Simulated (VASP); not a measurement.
Input of a VASP 6.6.1 run:

The input INCAR:

```
SYSTEM = CuO
PREC = Accurate
ENCUT = 520
EDIFF = 1E-6
ISMEAR = -1
SIGMA = 0.05
LREAL = .False.
LASPH = .True.
NELM = 100
ALGO = Normal
ISIF = 2
LWAVE = .False.
LCHARG = .False.
GGA = PE
NBANDS = 16
```

KPOINTS

```
regular mesh
0
Gamma
  10 10 10
  0 0 0
```

File POSCAR:

```
CuO
1.0
    2.5694554113      0.0000000000      0.0000000000
    0.0000000000      2.5694554113      0.0000000000
    0.0000000000      0.0000000000      2.5694554113
Cu O
1 1
Direct
    0.0000000000      0.0000000000      0.0000000000
    0.5000000000      0.5000000000      0.5000000000
```

Potentials or basis: VASP PAW PBE potentials, release 64 (Cu, O).

The run is started by

```sh
$ cat potpaw_PBE.64/Cu/POTCAR potpaw_PBE.64/O/POTCAR > POTCAR
$ mpirun -np 1 vasp_std > vasp.out
```

Question: Predict the pressure.

Answer: 16.0 GPa.

Caveat: an odd number of electrons without spin polarisation forces a metal; a magnetic or distorted state may lie lower.
